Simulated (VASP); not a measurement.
Wanted: the native input for a VASP 6.6.1 run.

```yaml
Task: single point
Functional: PBEsol
Potentials_or_basis: VASP PAW PBE potentials, release 64 (Si, C)
Cutoff: 520 eV
k_mesh: 10 × 10 × 10
Occupations: gaussian, width 0.05 eV
Spin: no spin polarisation
Dipole_correction: no
Further_INCAR_settings: ALGO = Normal; EDIFF = 1e-07; NBANDS = 11
```

The structure of SiC lies in POSCAR:

```
SiC
1.0
    0.0000000000      2.1239298452      2.1239298452
    2.1239298452      0.0000000000      2.1239298452
    2.1239298452      2.1239298452      0.0000000000
Si C
1 1
Direct
    0.0047117304     -0.0047117304      0.0047117304
    0.7389826870      0.7610173130      0.7389826870
```

One way to write it, as run:

INCAR

```
  PREC = Accurate
  ENCUT = 520
  EDIFF = 1E-7
  ISMEAR = 0
  SIGMA = 0.05
  LREAL = F
  LASPH = T
  NELM = 60
  ALGO = Normal
  ISIF = 2
  LWAVE = F
  LCHARG = T
  GGA = PS
  LELF = T
  LVHAR = T
  NBANDS = 11
```

KPOINTS

```
regular mesh
0
Gamma
  10 10 10
```

Potentials or basis: VASP PAW PBE potentials, release 64 (Si, C).

Launch:

```sh
$ cat potpaw_PBE.64/Si/POTCAR potpaw_PBE.64/C/POTCAR > POTCAR
$ mpirun -np 1 vasp_std > vasp.out
```

Results of the run:

```yaml
Pressure: 20.6 GPa
Largest_force: 1.514 eV/Å
Band_gap_on_the_k_mesh: 0.84 eV, indirect (least direct gap 4.36 eV)
```

Caveat: the PAW data sets were made with another functional, which shifts forces and pressure a little.

It took 78 s on 1 thread of Intel Xeon 6975P-C (shared host), peak memory 0.13 GiB.
